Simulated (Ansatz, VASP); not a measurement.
One calculation of Cu, two programs

Contents of INCAR:

```
PREC = Accurate
ENCUT = 520
EDIFF = 1E-6
ISMEAR = -1
SIGMA = 0.08
LREAL = False
LASPH = True
NELM = 100
ALGO = Normal
ISIF = 2
LWAVE = False
LCHARG = False
GGA = PS
NBANDS = 12
```

The input KPOINTS:

```
Automatic mesh
0
Gamma
  20 20 20
```

Contents of POSCAR:

```
Cu
1.0
    0.0000000000      1.5669487104      1.5669487104
    1.5669487104      0.0000000000      1.5669487104
    1.5669487104      1.5669487104      0.0000000000
Cu
1
Direct
    0.0000000000      0.0000000000      0.0000000000
```

Input for Ansatz:

```yaml
crystal:
  lattice:
    - [0.0, 1.5669487104, 1.5669487104]
    - [1.5669487104, 0.0, 1.5669487104]
    - [1.5669487104, 1.5669487104, 0.0]
  atoms:
    - { symbol: Cu, position: [0.0, 0.0, 0.0] }
kpoints:
  mp_grid: { grid: [20, 20, 20] }
scf:
  occupations: { method: fermi_dirac, width: 0.08 }
hamiltonian:
  xc: pbesol
  pseudopotentials: { kind: all_electron, lapw: { basis_error: 0.001 } }
output:
  forces: true
  stress: true
  eigenvalues: true
  populations: true
```

Change from the starting cell: volume scaled by 0.68, LAPW.

Alike in both runs: task single point; functional PBEsol; k mesh 20 × 20 × 20; occupations fermi-dirac, width 0.08 eV; no spin polarisation.

```csv
,VASP,Ansatz
version,VASP 6.6.1,Ansatz 0.2.0
potentials or method,"VASP PAW PBE potentials, release 64 (Cu), cutoff 520 eV","all-electron LAPW, scalar-relativistic"
```

|  | VASP | Ansatz | Ansatz less VASP |
| --- | --- | --- | --- |
| pressure (GPa) | 169.1 | 168.0 | -1.16 |

VASP's potentials were made for PBE, not for PBEsol. Both programs put the cell under a high pressure, so it lies far from rest at this level. Ansatz ran all-electron here, and VASP with PAW potentials.

Noted on VASP's run: the cell as given lies far from equilibrium.
